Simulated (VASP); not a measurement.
# NbSnS4 (F-43m) in VASP: single point with PBE

Aim: the single point of NbSnS4 with PBE.

All numbers are computed with VASP 6.6.1; they aren't measurements. Logs are shortened: lines on timing, memory, paths and dates and some standing lists are left out, and cuts for length are marked.

## Step 1: The cell of the first run

Symmetry: F-43m, No. 216, cubic system. The conventional cell has a = 7.952 Å, b = 7.952 Å, c = 7.952 Å, α = 90.00°, β = 90.00°, γ = 90.00°. Within 4.3 Å of Nb (site symmetry -43m) lie 12 S at 3.30 Å and 4 Sn at 3.44 Å. Within 4.3 Å of Sn (site symmetry -43m) lie 12 S at 3.29 Å and 4 Nb at 3.44 Å. S (site symmetry 3m) has 6 S at 2.79 to 2.83 Å and 3 Sn at 3.29 Å and 3 Nb at 3.30 Å within 3.7 Å.

## Step 2: Single point, PBE

INCAR reads:

```
PREC = Accurate
ENCUT = 520
EDIFF = 1E-6
ISMEAR = 0
SIGMA = 0.1
LREAL = False
LASPH = True
NELM = 100
ALGO = Normal
ISIF = 2
LWAVE = False
LCHARG = False
GGA = PE
NBANDS = 34
```

KPOINTS reads:

```
regular mesh
0
Gamma
  4 4 4
```

POSCAR reads:

```
NbSnS4
1.0
    0.0000000000      3.9760648500      3.9760648500
    3.9760648500      0.0000000000      3.9760648500
    3.9760648500      3.9760648500      0.0000000000
Nb Sn S
1 1 4
Direct
    0.7500000000      0.7500000000      0.7500000000
    0.0000000000      0.0000000000      0.0000000000
    0.3741246300      0.8776261200      0.3741246300
    0.3741246300      0.3741246300      0.8776261200
    0.8776261200      0.3741246300      0.3741246300
    0.3741246300      0.3741246300      0.3741246300
```

Potentials or basis: VASP PAW PBE potentials, release 64 (Nb_sv, Sn_d, S).

Command:

```console
$ cat potpaw_PBE.64/Nb_sv/POTCAR potpaw_PBE.64/Sn_d/POTCAR potpaw_PBE.64/S/POTCAR > POTCAR
$ mpirun -np 1 vasp_std > vasp.out
```

OUTCAR:

```text
PREC = Accurate
   ENCUT = 520
   EDIFF = 1E-6
   ISMEAR = 0
   LREAL = False
   LASPH = True
   NELM = 100
   ISIF = 2
   GGA = PE

 ion  position               nearest neighbor table
   1  0.750  0.750  0.750-
   2  0.000  0.000  0.000-
   3  0.374  0.878  0.374-   4 2.79   5 2.79   6 2.79
   4  0.374  0.374  0.878-   3 2.79   5 2.79   6 2.79
   5  0.878  0.374  0.374-   3 2.79   4 2.79   6 2.79
   6  0.374  0.374  0.374-   3 2.79   4 2.79   5 2.79

  LATTYP: Found a face centered cubic cell.
 ALAT       =     7.9521297000

  Lattice vectors:

 A1 = (   0.0000000000,   3.9760648500,   3.9760648500)
 A2 = (   3.9760648500,   0.0000000000,   3.9760648500)
 A3 = (   3.9760648500,   3.9760648500,   0.0000000000)

Analysis of symmetry for initial positions (statically):
=====================================================================
 Subroutine PRICEL returns:
 Original cell was already a primitive cell.

 Routine SETGRP: Setting up the symmetry group for a
 face centered cubic supercell.

 Subroutine GETGRP returns: Found 24 space group operations
 (whereof 24 operations were pure point group operations)
 out of a pool of 48 trial point group operations.

The static configuration has the point symmetry T_d .

Analysis of symmetry for dynamics (positions and initial velocities):
=====================================================================
 Subroutine PRICEL returns:
 Original cell was already a primitive cell.

 Routine SETGRP: Setting up the symmetry group for a
 face centered cubic supercell.

 Subroutine GETGRP returns: Found 24 space group operations
 (whereof 24 operations were pure point group operations)
 out of a pool of 48 trial point group operations.

The dynamic configuration has the point symmetry T_d .

 Subroutine INISYM returns: Found 24 space group operations
 (whereof 24 operations are pure point group operations),
 and found     1 'primitive' translations

----------------------------------------------------------------------------------------

                                     Primitive cell

  volume of cell :     125.7159

  direct lattice vectors                    reciprocal lattice vectors
     0.000000000  3.976064850  3.976064850    -0.125752476  0.125752476  0.125752476
     3.976064850  0.000000000  3.976064850     0.125752476 -0.125752476  0.125752476
     3.976064850  3.976064850  0.000000000     0.125752476  0.125752476 -0.125752476

  length of vectors
     5.623004836  5.623004836  5.623004836     0.217809678  0.217809678  0.217809678

  position of ions in fractional coordinates (direct lattice)
     0.750000000  0.750000000  0.750000000
     0.000000000  0.000000000  0.000000000
     0.374124630  0.877626120  0.374124630
     0.374124630  0.374124630  0.877626120
     0.877626120  0.374124630  0.374124630
     0.374124630  0.374124630  0.374124630

  ion indices of the primitive-cell ions
   primitive index   ion index
                 1           1
                 2           2
                 3           3
                 4           4
                 5           5
                 6           6

----------------------------------------------------------------------------------------

 KPOINTS: regular mesh

Automatic generation of k-mesh.
 Grid dimensions read from file:
 generate k-points for:    4    4    4

 Generating k-lattice:

  Cartesian coordinates                     Fractional coordinates (reciprocal lattice)
    -0.031438119  0.031438119  0.031438119     0.250000000  0.000000000  0.000000000
     0.031438119 -0.031438119  0.031438119     0.000000000  0.250000000  0.000000000
     0.031438119  0.031438119 -0.031438119     0.000000000  0.000000000  0.250000000

  Length of vectors
     0.054452419  0.054452419  0.054452419

  Shift w.r.t. Gamma in fractional coordinates (k-lattice)
     0.000000000  0.000000000  0.000000000

 Subroutine IBZKPT returns following result:
 ===========================================

 Found      8 irreducible k-points:

 Following reciprocal coordinates:
            Coordinates               Weight
  0.000000  0.000000  0.000000      1.000000
  0.250000  0.000000  0.000000      8.000000
  0.500000  0.000000  0.000000      4.000000
  0.250000  0.250000  0.000000      6.000000
  0.500000  0.250000  0.000000     24.000000
 -0.250000  0.250000  0.000000     12.000000
  0.500000  0.500000  0.000000      3.000000
 -0.250000  0.500000  0.250000      6.000000
   k-points           NKPTS =      8   k-points in BZ     NKDIM =      8   number of bands    NBANDS=     34
   number of dos      NEDOS =    301   number of ions     NIONS =      6
   total plane-waves  NPLWV =  74088
   dimension x,y,z NGX =    42 NGY =   42 NGZ =   42
   dimension x,y,z NGXF=    84 NGYF=   84 NGZF=   84
   ions per type =               1   1   4
   NGX,Y,Z   is equivalent  to a cutoff of  12.42, 12.42, 12.42 a.u.
   NGXF,Y,Z  is equivalent  to a cutoff of  24.83, 24.83, 24.83 a.u.
 SYSTEM =  unknown system
   PREC   = accura    normal or accurate (medium, high low for compatibility)
   ISTART =      0    job   : 0-new  1-cont  2-samecut
   ICHARG =      2    charge: 1-file 2-atom 10-const
   ISPIN  =      1    spin polarized calculation?
   LNONCOLLINEAR =      F non collinear calculations
   LSORBIT =      F    spin-orbit coupling
   LASPH  =      T    aspherical Exc in radial PAW
   ENCUT  =  520.0 eV  38.22 Ry    6.18 a.u.  10.46 10.46 10.46*2*pi/ulx,y,z
   NELM   =    100;   NELMIN=  2; NELMDL= -5     # of ELM steps
   EDIFF  = 0.1E-05   stopping-criterion for ELM
   LREAL  =      F    real-space projection
   EDIFFG = 0.1E-04   stopping-criterion for IOM
   NSW    =      0    number of steps for IOM
   IBRION =     -1    ionic relax: 0-MD 1-quasi-New 2-CG
   NFREE  =      0    steps in history (QN), initial steepest desc. (CG)
   ISIF   =      2    stress and relaxation
   ISYM   =      2    0-nonsym 1-usesym 2-fastsym
   POTIM  = 0.5000    time-step for ionic-motion
   TEBEG  =    0.0;   TEEND  =   0.0 temperature during run
   PSTRESS=    0.0 pullay stress
   NELECT =      51.0000    total number of electrons
   NUPDOWN=      -1.0000    fix difference up-down
   EMIN   =  10.00;   EMAX   =-10.00  energy-range for DOS
   EFERMI =   0.00;   METHOD = LEGACY
   ISMEAR =     0;   SIGMA  =   0.10  broadening in eV -4-tet -1-fermi 0-gaus
   EFERMI_NEDOS =   21; number of points for ismear=-14 and -15
   IALGO  =     38    algorithm
   IMIX   =      4    mixing-type and parameters
     AMIX     =   0.40;   BMIX     =  1.00
     AMIX_MAG =   1.60;   BMIX_MAG =  1.00
  volume/ion in A,a.u.               =      20.95       141.40
  Fermi-wavevector in a.u.,A,eV,Ry     =   1.211904  2.290166 19.983019  1.468710
  Thomas-Fermi vector in A             =   2.347405
   LORBIT       =      0    0 simple, 1 ext, 2 COOP (PROOUT), +10 PAW based schemes
   GGA     = PE    functional components
   LHFCALC =     F    Hartree Fock is set to
   AEXX    =    0.0000 exact exchange contribution
   IVDW    =     0    specifies the selected vdW correction
   LEPSILON=     F    determine dielectric tensor
   LRPA    =     F    only Hartree local field effects (RPA)
 non-spin polarized calculation
 Gauss-broadening in eV      SIGMA  =   0.10
  energy-cutoff  :      520.00
  volume of cell :      125.72
 maximum number of plane-waves:      3399
 NGX is ok and might be reduce to    42
   NGX = 21   NGY = 21   NGZ = 21

 number of electron      50.9999992 magnetization

 Free energy of the ion-electron system (eV)
  ---------------------------------------------------
  ext. energy  EPLUGINS =         0.00000000
  ---------------------------------------------------
  free energy    TOTEN  =       -24.64278753 eV

  energy without entropy =      -24.57657078  energy(sigma->0) =      -24.60967915

 E-fermi :   7.0289     XC(G=0): -10.4768

 val. band max:        6.9301805618   @ k =   0.5000   0.2500   0.0000
 cond. band min:       7.0314730547   @ k =   0.2500   0.0000   0.0000
 fundamental gap:      0.1012924929
 Fermi energy:         7.0289287131

 k-point     1 :       0.0000    0.0000    0.0000
  band No.  band energies     occupation
      1     -49.0235      2.00000
      2     -25.0165      2.00000
      3     -25.0165      2.00000
      4     -25.0165      2.00000
      5     -14.6173      2.00000
      6     -14.6173      2.00000
[... 26 lines left out ...]
     33       8.6928      0.00000
     34       9.1825      0.00000

 k-point     2 :       0.2500    0.0000    0.0000
  band No.  band energies     occupation
      1     -49.0234      2.00000
      2     -25.0170      2.00000
      3     -25.0166      2.00000
      4     -25.0166      2.00000
      5     -14.6176      2.00000
      6     -14.6171      2.00000
[... 26 lines left out ...]
     33       9.3955      0.00000
     34       9.3955      0.00000

 k-point     3 :       0.5000    0.0000    0.0000
  band No.  band energies     occupation
      1     -49.0234      2.00000
      2     -25.0174      2.00000
      3     -25.0167      2.00000
      4     -25.0167      2.00000
      5     -14.6178      2.00000
      6     -14.6168      2.00000
[... 26 lines left out ...]
     33      10.1700      0.00000
     34      10.1721      0.00000

 k-point     4 :       0.2500    0.2500    0.0000
  band No.  band energies     occupation
      1     -49.0234      2.00000
      2     -25.0170      2.00000
      3     -25.0167      2.00000
      4     -25.0167      2.00000
      5     -14.6180      2.00000
      6     -14.6168      2.00000
[... 26 lines left out ...]
     33       9.4463      0.00000
     34       9.4463      0.00000

 k-point     5 :       0.5000    0.2500    0.0000
  band No.  band energies     occupation
      1     -49.0234      2.00000
      2     -25.0172      2.00000
      3     -25.0169      2.00000
      4     -25.0168      2.00000
      5     -14.6180      2.00000
      6     -14.6168      2.00000
[... 26 lines left out ...]
     33       9.5017      0.00000
     34      10.1580      0.00000

 k-point     6 :      -0.2500    0.2500    0.0000
  band No.  band energies     occupation
      1     -49.0234      2.00000
      2     -25.0172      2.00000
      3     -25.0169      2.00000
      4     -25.0167      2.00000
      5     -14.6177      2.00000
      6     -14.6170      2.00000
[... 26 lines left out ...]
     33       9.5739      0.00000
     34       9.9625      0.00000

 k-point     7 :       0.5000    0.5000    0.0000
  band No.  band energies     occupation
      1     -49.0234      2.00000
      2     -25.0173      2.00000
      3     -25.0169      2.00000
      4     -25.0169      2.00000
      5     -14.6186      2.00000
      6     -14.6163      2.00000
[... 26 lines left out ...]
     33      10.2426      0.00000
     34      10.2427      0.00000

 k-point     8 :      -0.2500    0.5000    0.2500
  band No.  band energies     occupation
      1     -49.0234      2.00000
      2     -25.0171      2.00000
      3     -25.0170      2.00000
      4     -25.0169      2.00000
      5     -14.6179      2.00000
      6     -14.6170      2.00000
[... 26 lines left out ...]
     33       9.3545      0.00000
     34       9.8147      0.00000

------------------------ aborting loop because EDIFF is reached ----------------------------------------

  FORCE on cell =-STRESS in cart. coord.  units (eV):
  Direction    XX          YY          ZZ          XY          YZ          ZX
  --------------------------------------------------------------------------------------
  -------------------------------------------------------------------------------------
  Total       -6.9649081     -6.9649081     -6.9649081      0.0000000     -0.0000000     -0.0000000
  in kB      -88.7637417    -88.7637417    -88.7637417      0.0000000     -0.0000000     -0.0000000
  external PRESSURE =     -88.7637417 kB  Pullay stress =       0.0000000 kB

 VOLUME and BASIS-vectors are now :
 -----------------------------------------------------------------------------
  energy-cutoff  :      520.00
  volume of cell :      125.72
      direct lattice vectors                 reciprocal lattice vectors
     0.000000000  3.976064850  3.976064850    -0.125752476  0.125752476  0.125752476
     3.976064850  0.000000000  3.976064850     0.125752476 -0.125752476  0.125752476
     3.976064850  3.976064850  0.000000000     0.125752476  0.125752476 -0.125752476

 POSITION                                       TOTAL-FORCE (eV/Angst)
 -----------------------------------------------------------------------------------
      5.96410      5.96410      5.96410        -0.000000      0.000000      0.000000
      0.00000      0.00000      0.00000         0.000000      0.000000      0.000000
      4.97704      2.97509      4.97704        -0.149593      0.149593     -0.149593
      4.97704      4.97704      2.97509        -0.149593     -0.149593      0.149593
      2.97509      4.97704      4.97704         0.149593     -0.149593     -0.149593
      2.97509      2.97509      2.97509         0.149593      0.149593      0.149593
 -----------------------------------------------------------------------------------
    total drift:                               -0.000040     -0.000040     -0.000040

  FREE ENERGIE OF THE ION-ELECTRON SYSTEM (eV)
  ---------------------------------------------------
  free  energy   TOTEN  =       -24.6427875304 eV

  energy  without entropy=      -24.5765707778  energy(sigma->0) =      -24.60967915
```

Wall time 55 s (1 thread of Intel Xeon 6975P-C, shared host); peak memory 0.26 GiB.

What came out:

| Property | Result |
| --- | --- |
| Free energy | -24.6428 eV |
| Pressure | -8.9 GPa |
| Largest force | 0.259 eV/Å |

Forces in eV/Å, atoms in the order of the input:
```
Nb   0.000  0.000  0.000
Sn   0.000  0.000  0.000
S   -0.150  0.150 -0.150
S   -0.150 -0.150  0.150
S    0.150 -0.150 -0.150
S    0.150  0.150  0.150
```

Caveat: spin-orbit coupling is left out, which moves the levels of the heavy elements.
